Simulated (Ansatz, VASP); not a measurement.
AlInSbN2 in VASP and in Ansatz

INCAR

```
ALGO = Normal
EDIFF = 1E-7
EDIFFG = -0.04
ENCUT = 600
GGA = PE
IBRION = 2
ISIF = 3
ISMEAR = 0
LASPH = T
LCHARG = F
LREAL = F
LWAVE = F
NELM = 60
NSW = 90
PREC = Accurate
SIGMA = 0.1
```

The input KPOINTS:

```
k-points
0
Gamma
  6 6 4
```

The input POSCAR:

```
AlInSbN2
1.0
    4.0287236200      0.0000000000      0.0000000000
   -2.0143618100      3.4889770000      0.0000000000
    0.0000000000      0.0000000000      6.5094062700
Al In Sb N
1 1 1 2
Direct
    0.0000000000      0.0000000000      0.3765620000
    0.3333333300      0.6666666700      0.9841210200
    0.6666666700      0.3333333300      0.6335849800
    0.6666666700      0.3333333300      0.2403230100
    0.0000000000      0.0000000000      0.7654089900
```

Input for Ansatz:

```yaml
crystal:
  lattice:
    - [4.02872362, 0.0, 0.0]
    - [-2.01436181, 3.488977, 0.0]
    - [0.0, 0.0, 6.50940627]
  atoms:
    - { symbol: Al, position: [0.0, 0.0, 0.376562] }
    - { symbol: In, position: [0.33333333, 0.66666667, 0.98412102] }
    - { symbol: Sb, position: [0.66666667, 0.33333333, 0.63358498] }
    - { symbol: "N", position: [0.66666667, 0.33333333, 0.24032301] }
    - { symbol: "N", position: [0.0, 0.0, 0.76540899] }
basis:
  ecutwfc: 420
kpoints:
  mp_grid: { grid: [6, 6, 4] }
hamiltonian:
  xc: pbe
scf:
  occupations: { method: gaussian, width: 0.1 }
  lower_state_search: "off"
output:
  forces: true
  stress: true
  eigenvalues: true
relax:
  adjacent_minimum: "off"
  f_tol: 0.04
  max_steps: 70
  cell: { stress_tol: 0.4 }
```

Change from the starting cell: species swapped into the TbZnAgAs2 type (P3m1, No. 156).

Alike in both runs: task relaxation of cell and atoms; functional PBE; k mesh 6 × 6 × 4; occupations gaussian, width 0.1 eV; no spin polarisation.

|  | VASP | Ansatz |
| --- | --- | --- |
| version | VASP 6.6.1 | Ansatz 0.2.0 |
| potentials or method | VASP PAW PBE potentials, release 64 (Al, In_d, Sb, N), cutoff 600 eV | scalar-relativistic, plane waves, PAW |
| valence electrons in the cell | 31 | 41 |

```csv
,VASP,Ansatz,Ansatz less VASP
"gap on the k mesh at the Fermi level, each at its own relaxed structure (eV)",none,none,-
relaxed volume (Å³/atom),16.67,16.38,-0.291
relaxed cell length with the largest relative difference (Å),9.441,9.210,-0.2318
```

A gap of «none» marks a metal or a gap that the smearing closes. VASP's potentials hold 31 valence electrons a cell and Ansatz's 41, so a difference there can come from the potentials and not from the codes.

Neither program's run includes spin-orbit coupling.
